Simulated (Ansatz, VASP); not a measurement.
# EuS: VASP beside Ansatz

INCAR

```
ALGO     = Normal         # electronic algorithm
EDIFF    = 1E-6           # SCF threshold, eV
ENCUT    = 600            # plane-wave cutoff, eV
GGA      = PE             # functional
GGA_COMPAT= F            
ISIF     = 2              # what is computed and relaxed
ISMEAR   = 0              # smearing method
ISPIN    = 2              # spin polarisation
LASPH    = T              # aspherical terms in the spheres
LCHARG   = T              # write CHGCAR
LELF     = T              # ELF
LMAXMIX  = 6              # l up to which the mixer works
LORBIT   = 11             # projections on sites
LREAL    = F              # projectors in reciprocal space
LVHAR    = T            
LWAVE    = F              # write WAVECAR
MAGMOM   = 7 0            # initial moments
NBANDS   = 22             # bands
NELM     = 200            # most SCF steps
PREC     = Accurate       # precision mode
SIGMA    = 0.011          # smearing width, eV
```

The input KPOINTS:

```
k-points
0
Gamma
  8 8 8
```

The input POSCAR:

```
EuS
1.0
    0.0000000000      2.9785000000      2.9785000000
    2.9785000000      0.0000000000      2.9785000000
    2.9785000000      2.9785000000      0.0000000000
Eu S
1 1
Direct
    0.0000000000      0.0000000000      0.0000000000
    0.5000000000      0.5000000000      0.5000000000
```

input.yaml

```yaml
crystal:
  lattice:
    - [0.0, 2.9785, 2.9785]
    - [2.9785, 0.0, 2.9785]
    - [2.9785, 2.9785, 0.0]
  atoms:
    - { symbol: Eu, position: [0.0, 0.0, 0.0], spin: 7.0 }
    - { symbol: S, position: [0.5, 0.5, 0.5] }
kpoints:
  mp_grid: { grid: [8, 8, 8] }
scf:
  occupations: { method: gaussian, width: 0.011 }
hamiltonian:
  xc: pbe
  pseudopotentials: { kind: all_electron, lapw: { basis_error: 0.001 } }
magnetization:
  spin_polarized: true
output:
  forces: true
  stress: true
  eigenvalues: true
```

Alike in both runs: task single point; functional PBE; k mesh 8 × 8 × 8; occupations gaussian, width 0.011 eV; collinear spin.

|  | VASP | Ansatz |
| --- | --- | --- |
| version | VASP 6.6.1 | Ansatz 0.2.0 |
| potentials or method | VASP PAW PBE potentials, release 64 (Eu, S), cutoff 600 eV | all-electron LAPW, scalar-relativistic |

Ansatz gave:

- gap on the k mesh at the Fermi level (eV): none
- pressure (GPa): -2.4
- net moment per atom (μB): 3.49
- size of the moment on the site where the two differ most (μB): 6.92

Question: Estimate VASP's values.

Answer: gap on the k mesh at the Fermi level (eV): none; pressure (GPa): -2.8; net moment per atom (μB): 3.49; size of the moment on the site where the two differ most (μB): 6.59.

Site moments also hang on the region over which each program counts them. A gap of «none» marks a metal or a gap that the smearing closes. Ansatz ran all-electron here, and VASP with PAW potentials.

Neither program's run includes spin-orbit coupling. Noted on Ansatz's run: the open f shell may have settled in a state that isn't the lowest.
